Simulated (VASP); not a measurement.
# SiC2 (Cm) in VASP: single point with PBE+D3(BJ)

Aim: the single point of SiC2 with PBE+D3(BJ).

Program: VASP 6.6.1. These are calculated values, not measurements. Logs are shortened: lines on timing, memory, paths and dates and some standing lists are left out, and cuts for length are marked.

### 1 The cell of the first run

It takes space group Cm (No. 8, monoclinic). The conventional cell has a = 4.980 Å, b = 8.673 Å, c = 3.093 Å, α = 90.00°, β = 121.66°, γ = 90.00°. Within 2.5 Å of Si (site symmetry 1) lie 4 C at 1.85 to 1.95 Å. C (site symmetry m) has 3 C at 1.37 to 1.52 Å within 1.8 Å. Within 2.0 Å of C (site symmetry 1) lie 1 C at 1.52 Å and 3 Si at 1.88 to 1.95 Å. Within 1.8 Å of C (site symmetry m) lie 1 C at 1.37 Å.

### 2 Single point, PBE+D3(BJ)

INCAR

```
SYSTEM = SiC2
ALGO = Normal
EDIFF = 1E-6
ENCUT = 520
GGA = PE
ISIF = 2
ISMEAR = 0
ISYM = 0
IVDW = 12
LASPH = .True.
LCHARG = .False.
LREAL = .False.
LWAVE = .False.
NBANDS = 21
NELM = 60
PREC = Accurate
SIGMA = 0.01
```

KPOINTS

```
k-points
0
Gamma
  12 8 8
  0 0 0
```

POSCAR

```
SiC2
1.0
    1.6247346816      0.0000000000     -2.6317427965
   -2.4900464972     -4.3366071925     -0.0010833523
   -2.4900464972      4.3366071925     -0.0010833523
Si C
2 4
Direct
    0.8553831674      0.4528617537      0.7844697797
    0.8553831674      0.1178031130      0.1195284204
    1.0503608218      0.8401972823      0.5068639490
    0.1205141795      0.1691704719      0.5368496964
   -0.0021555155      0.5497843492      0.2164510159
    0.1205141795      0.8701830297      0.8358371386
```

Potentials or basis: VASP PAW PBE potentials, release 64 (Si, C).

Launch:

```bash
$ cat potpaw_PBE.64/Si/POTCAR potpaw_PBE.64/C/POTCAR > POTCAR
$ mpirun -np 1 vasp_std > vasp.out
```

OUTCAR:

```text
SYSTEM = SiC2
   EDIFF = 1E-6
   ENCUT = 520
   GGA = PE
   ISIF = 2
   ISMEAR = 0
   ISYM = 0
   IVDW = 12
   LASPH = .True.
   LREAL = .False.
   NELM = 60
   PREC = Accurate
 IVDW          = 12

 ion  position               nearest neighbor table
   1  0.855  0.453  0.784-   5 1.85   6 1.88   4 1.89   4 1.95   2 2.87   2 2.87   2 2.91   2 3.12
                             2 3.12
   2  0.855  0.118  0.120-   5 1.85   4 1.88   6 1.89   6 1.95   1 2.87   1 2.87   1 2.91   1 3.12
                             1 3.12
   3  0.050  0.840  0.507-   5 1.37   6 1.52   4 1.52
   4  0.121  0.169  0.537-   3 1.52   2 1.88   1 1.89   1 1.95
   5  0.998  0.550  0.216-   3 1.37   1 1.85   2 1.85
   6  0.121  0.870  0.836-   3 1.52   1 1.88   2 1.89   2 1.95

IMPORTANT INFORMATION: All symmetrisations will be switched off!
NOSYMM: (Re-)initialisation of all symmetry stuff for point group C_1.

----------------------------------------------------------------------------------------

                                     Primitive cell

  volume of cell :      56.8522

  direct lattice vectors                    reciprocal lattice vectors
     1.624734682  0.000000000 -2.631742797     0.000165273  0.000000000 -0.379874309
    -2.490046497 -4.336607192 -0.001083352    -0.200745544 -0.115297507 -0.123932417
    -2.490046497  4.336607192 -0.001083352    -0.200745544  0.115297507 -0.123932417

  length of vectors
     3.092868076  5.000649425  5.000649425     0.379874344  0.262586238  0.262586238

  position of ions in fractional coordinates (direct lattice)
     0.855383167  0.452861754  0.784469780
     0.855383167  0.117803113  0.119528420
     0.050360822  0.840197282  0.506863949
     0.120514179  0.169170472  0.536849696
     0.997844484  0.549784349  0.216451016
     0.120514179  0.870183030  0.835837139

  ion indices of the primitive-cell ions
   primitive index   ion index
                 1           1
                 2           2
                 3           3
                 4           4
                 5           5
                 6           6

----------------------------------------------------------------------------------------

 KPOINTS: k-points

Automatic generation of k-mesh.
 Grid dimensions read from file:
 generate k-points for:   12    8    8

 Generating k-lattice:

  Cartesian coordinates                     Fractional coordinates (reciprocal lattice)
     0.000013773  0.000000000 -0.031656192     0.083333333  0.000000000  0.000000000
    -0.025093193 -0.014412188 -0.015491552     0.000000000  0.125000000 -0.000000000
    -0.025093193  0.014412188 -0.015491552     0.000000000 -0.000000000  0.125000000

  Length of vectors
     0.031656195  0.032823280  0.032823280

  Shift w.r.t. Gamma in fractional coordinates (k-lattice)
     0.000000000  0.000000000  0.000000000

 Subroutine IBZKPT returns following result:
 ===========================================

 Found    388 irreducible k-points:

 Following reciprocal coordinates:
            Coordinates               Weight
  0.000000  0.000000  0.000000      1.000000
  0.083333 -0.000000 -0.000000      2.000000
  0.166667 -0.000000 -0.000000      2.000000
  0.250000 -0.000000 -0.000000      2.000000
  0.333333 -0.000000 -0.000000      2.000000
  0.416667 -0.000000 -0.000000      2.000000
[... 16 lines left out ...]
  0.416667  0.000000 -0.125000      2.000000
 -0.333333  0.125000 -0.000000      2.000000
 [... further k-points ...]
   k-points           NKPTS =    388   k-points in BZ     NKDIM =    388   number of bands    NBANDS=     21
   number of dos      NEDOS =    301   number of ions     NIONS =      6
   total plane-waves  NPLWV =  38400
   dimension x,y,z NGX =    24 NGY =   40 NGZ =   40
   dimension x,y,z NGXF=    48 NGYF=   80 NGZF=   80
   ions per type =               2   4
   NGX,Y,Z   is equivalent  to a cutoff of  12.90, 13.30, 13.30 a.u.
   NGXF,Y,Z  is equivalent  to a cutoff of  25.80, 26.60, 26.60 a.u.
 SYSTEM =  SiC2
   PREC   = accura    normal or accurate (medium, high low for compatibility)
   ISTART =      0    job   : 0-new  1-cont  2-samecut
   ICHARG =      2    charge: 1-file 2-atom 10-const
   ISPIN  =      1    spin polarized calculation?
   LNONCOLLINEAR =      F non collinear calculations
   LSORBIT =      F    spin-orbit coupling
   LASPH  =      T    aspherical Exc in radial PAW
   ENCUT  =  520.0 eV  38.22 Ry    6.18 a.u.   5.75  9.30  9.30*2*pi/ulx,y,z
   NELM   =     60;   NELMIN=  2; NELMDL= -5     # of ELM steps
   EDIFF  = 0.1E-05   stopping-criterion for ELM
   LREAL  =      F    real-space projection
   EDIFFG = 0.1E-04   stopping-criterion for IOM
   NSW    =      0    number of steps for IOM
   IBRION =     -1    ionic relax: 0-MD 1-quasi-New 2-CG
   NFREE  =      0    steps in history (QN), initial steepest desc. (CG)
   ISIF   =      2    stress and relaxation
   ISYM   =      0    0-nonsym 1-usesym 2-fastsym
   POTIM  = 0.5000    time-step for ionic-motion
   TEBEG  =    0.0;   TEEND  =   0.0 temperature during run
   PSTRESS=    0.0 pullay stress
   NELECT =      24.0000    total number of electrons
   NUPDOWN=      -1.0000    fix difference up-down
   EMIN   =  10.00;   EMAX   =-10.00  energy-range for DOS
   EFERMI =   0.00;   METHOD = LEGACY
   ISMEAR =     0;   SIGMA  =   0.01  broadening in eV -4-tet -1-fermi 0-gaus
   EFERMI_NEDOS =   21; number of points for ismear=-14 and -15
   IALGO  =     38    algorithm
   IMIX   =      4    mixing-type and parameters
     AMIX     =   0.40;   BMIX     =  1.00
     AMIX_MAG =   1.60;   BMIX_MAG =  1.00
  volume/ion in A,a.u.               =       9.48        63.94
  Fermi-wavevector in a.u.,A,eV,Ry     =   1.228088  2.320749 20.520298  1.508199
  Thomas-Fermi vector in A             =   2.363026
   LORBIT       =      0    0 simple, 1 ext, 2 COOP (PROOUT), +10 PAW based schemes
   GGA     = PE    functional components
   LHFCALC =     F    Hartree Fock is set to
   AEXX    =    0.0000 exact exchange contribution
   IVDW    =    12    specifies the selected vdW correction
   LEPSILON=     F    determine dielectric tensor
   LRPA    =     F    only Hartree local field effects (RPA)
 non-spin polarized calculation
 Gauss-broadening in eV      SIGMA  =   0.01
  energy-cutoff  :      520.00
  volume of cell :       56.85
 maximum number of plane-waves:      1549
   NGX = 11   NGY = 19   NGZ = 19

 number of electron      24.0000000 magnetization

 Free energy of the ion-electron system (eV)
  ---------------------------------------------------
  ext. energy  EPLUGINS =         0.00000000
  ---------------------------------------------------
  free energy    TOTEN  =       -46.31027929 eV

  energy without entropy =      -46.31027929  energy(sigma->0) =      -46.31027929

 E-fermi :   8.2016     XC(G=0): -11.3803

 val. band max:        8.1473539766   @ k =   0.0000   0.0000   0.5000
 cond. band min:       8.8820904975   @ k =   0.5000  -0.1250  -0.2500
 fundamental gap:      0.7347365209
 Fermi energy:         8.2016211429

 k-point     1 :       0.0000    0.0000    0.0000
  band No.  band energies     occupation
      1      -9.3810      2.00000
      2      -4.0021      2.00000
      3      -3.9728      2.00000
      4      -2.4114      2.00000
      5       0.1224      2.00000
      6       0.8267      2.00000
[... 13 lines left out ...]
     20      17.5668      0.00000
     21      18.1043      0.00000

 k-point     2 :       0.0833   -0.0000   -0.0000
  band No.  band energies     occupation
      1      -9.2866      2.00000
      2      -4.0096      2.00000
      3      -3.9465      2.00000
      4      -2.4398      2.00000
      5       0.2619      2.00000
      6       0.4453      2.00000
[... 13 lines left out ...]
     20      17.5339      0.00000
     21      17.8475      0.00000

 k-point     3 :       0.1667   -0.0000   -0.0000
  band No.  band energies     occupation
      1      -9.0135      2.00000
      2      -4.0363      2.00000
      3      -3.8767      2.00000
      4      -2.4697      2.00000
      5       0.1821      2.00000
      6       0.5687      2.00000
[... 13 lines left out ...]
     20      17.5305      0.00000
     21      17.5720      0.00000

 k-point     4 :       0.2500   -0.0000   -0.0000
  band No.  band energies     occupation
      1      -8.5960      2.00000
      2      -4.0706      2.00000
      3      -3.7833      2.00000
      4      -2.4563      2.00000
      5       0.1458      2.00000
      6       0.8473      2.00000
[... 13 lines left out ...]
     20      17.5750      0.00000
     21      17.6650      0.00000

 k-point     5 :       0.3333   -0.0000   -0.0000
  band No.  band energies     occupation
      1      -8.1081      2.00000
      2      -4.0764      2.00000
      3      -3.6861      2.00000
      4      -2.4438      2.00000
      5       0.2343      2.00000
      6       0.7535      2.00000
[... 13 lines left out ...]
     20      18.1522      0.00000
     21      18.3143      0.00000

 k-point     6 :       0.4167   -0.0000   -0.0000
  band No.  band energies     occupation
      1      -7.6857      2.00000
      2      -4.0386      2.00000
      3      -3.6068      2.00000
      4      -2.4628      2.00000
      5      -0.0727      2.00000
      6       0.1925      2.00000
[... 13 lines left out ...]
     20      18.3475      0.00000
     21      19.1808      0.00000

 k-point     7 :       0.5000   -0.0000   -0.0000
  band No.  band energies     occupation
      1      -7.5120      2.00000
      2      -4.0080      2.00000
      3      -3.5748      2.00000
      4      -2.4780      2.00000
      5      -0.4503      2.00000
      6       0.1129      2.00000
[... 13 lines left out ...]
     20      18.3656      0.00000
     21      19.1412      0.00000
[... 291 lines left out ...]
      1      -7.5404      2.00000
      2      -4.0690      2.00000
      3      -3.6364      2.00000
      4      -2.4361      2.00000
      5      -0.2088      2.00000
      6       0.1477      2.00000
[... 13 lines left out ...]
     20      17.7150      0.00000
     21      18.7040      0.00000

 k-point    21 :       0.5000    0.0000   -0.1250
  band No.  band energies     occupation
      1      -7.5404      2.00000
      2      -4.0690      2.00000
      3      -3.6364      2.00000
      4      -2.4361      2.00000
      5      -0.2088      2.00000
      6       0.1477      2.00000
[... 13 lines left out ...]
     20      17.7150      0.00000
     21      18.7040      0.00000

 k-point    22 :      -0.4167    0.1250   -0.0000
  band No.  band energies     occupation
      1      -7.8409      2.00000
      2      -3.7390      2.00000
      3      -3.5862      2.00000
      4      -2.6446      2.00000
      5       0.1547      2.00000
      6       0.5926      2.00000
[... 13 lines left out ...]
     20      17.8252      0.00000
     21      18.9024      0.00000

 k-point    23 :       0.4167    0.0000   -0.1250
  band No.  band energies     occupation
      1      -7.8409      2.00000
      2      -3.7390      2.00000
      3      -3.5862      2.00000
      4      -2.6446      2.00000
      5       0.1547      2.00000
      6       0.5926      2.00000
[... 13 lines left out ...]
     20      17.8252      0.00000
     21      18.9024      0.00000

 k-point    24 :      -0.3333    0.1250   -0.0000
  band No.  band energies     occupation
      1      -8.2946      2.00000
      2      -3.7639      2.00000
      3      -3.5100      2.00000
      4      -2.5901      2.00000
      5       0.4006      2.00000
      6       0.7829      2.00000
[... 13 lines left out ...]
     20      17.7954      0.00000
     21      18.3795      0.00000

 [... further k-points ...]

------------------------ aborting loop because EDIFF is reached ----------------------------------------

 Edisp (eV)   -1.54910

 E8    (eV) :    -0.5492

  FORCE on cell =-STRESS in cart. coord.  units (eV):
  Direction    XX          YY          ZZ          XY          YZ          ZX
  --------------------------------------------------------------------------------------
  -------------------------------------------------------------------------------------
  Total       0.07566     0.04629     0.00355    -0.00000     0.00000     0.01266
  in kB       2.13216     1.30450     0.09999    -0.00000     0.00011     0.35680
  external pressure =        1.18 kB  Pullay stress =        0.00 kB

 VOLUME and BASIS-vectors are now :
 -----------------------------------------------------------------------------
  energy-cutoff  :      520.00
  volume of cell :       56.85
      direct lattice vectors                 reciprocal lattice vectors
     1.624734682  0.000000000 -2.631742797     0.000165273  0.000000000 -0.379874309
    -2.490046497 -4.336607192 -0.001083352    -0.200745544 -0.115297507 -0.123932417
    -2.490046497  4.336607192 -0.001083352    -0.200745544  0.115297507 -0.123932417

 POSITION                                       TOTAL-FORCE (eV/Angst)
 -----------------------------------------------------------------------------------
     -1.69124      1.43805     -2.25249        -0.000238      0.003369     -0.003742
      0.79880      0.00748     -2.25141        -0.000238     -0.003373     -0.003740
     -3.27242     -1.44554     -0.13400        -0.019296     -0.000010     -0.000243
     -1.56222      1.59448     -0.31793        -0.015037     -0.022017     -0.000183
     -0.28673     -1.44554     -2.62690         0.049836      0.000026      0.008087
     -4.05227     -0.14894     -0.31901        -0.015028      0.022005     -0.000178
 -----------------------------------------------------------------------------------
    total drift:                                0.000412      0.000033      0.000227

  FREE ENERGIE OF THE ION-ELECTRON SYSTEM (eV)
  ---------------------------------------------------
  free  energy   TOTEN  =       -47.8593770531 eV

  energy  without entropy=      -47.8593770531  energy(sigma->0) =      -47.85937705
```

Wall time 11 min (1 thread of Oxide Virtual Turin-like, shared host); peak memory 0.43 GiB.

What came out:

| Quantity | Value |
| --- | --- |
| Free energy | -47.8594 eV |
| Pressure | 0.1 GPa |
| Largest force | 0.050 eV/Å |
| Band gap on the k mesh | 0.73 eV, indirect (least direct gap 2.05 eV) |
| Dispersion energy per atom | -0.258 eV |

Forces on the atoms (eV/Å):
```
Si   0.000  0.003 -0.004
Si   0.000 -0.003 -0.004
C   -0.019  0.000  0.000
C   -0.015 -0.022  0.000
C    0.050  0.000  0.008
C   -0.015  0.022  0.000
```

Levels at points of the mesh, in eV from the valence-band top:
```tsv
k point	band 9	band 10	band 11	band 12	band 13	band 14	band 15	band 16
(0.00, 0.00, 0.00)	-2.81	-1.46	-1.09	-0.95	2.84	3.17	4.69	5.30
(0.50, 0.00, 0.00)	-3.69	-3.00	-2.87	-1.52	1.85	4.73	4.76	6.27
(0.00, 0.50, 0.00)	-3.18	-2.06	-1.59	0.00	2.24	3.27	4.43	5.59
(0.00, 0.00, 0.50)	-3.18	-2.06	-1.59	0.00	2.24	3.27	4.43	5.59
(0.50, 0.50, 0.00)	-4.81	-3.87	-3.14	-2.86	0.93	3.30	4.19	5.04
(0.50, 0.00, 0.50)	-4.81	-3.87	-3.14	-2.86	0.93	3.30	4.19	5.04
(0.00, 0.50, 0.50)	-3.73	-3.09	-1.51	-1.14	1.69	3.06	4.00	5.59
(0.50, 0.50, 0.50)	-5.19	-4.19	-1.79	-1.09	1.94	4.11	4.94	5.95
```
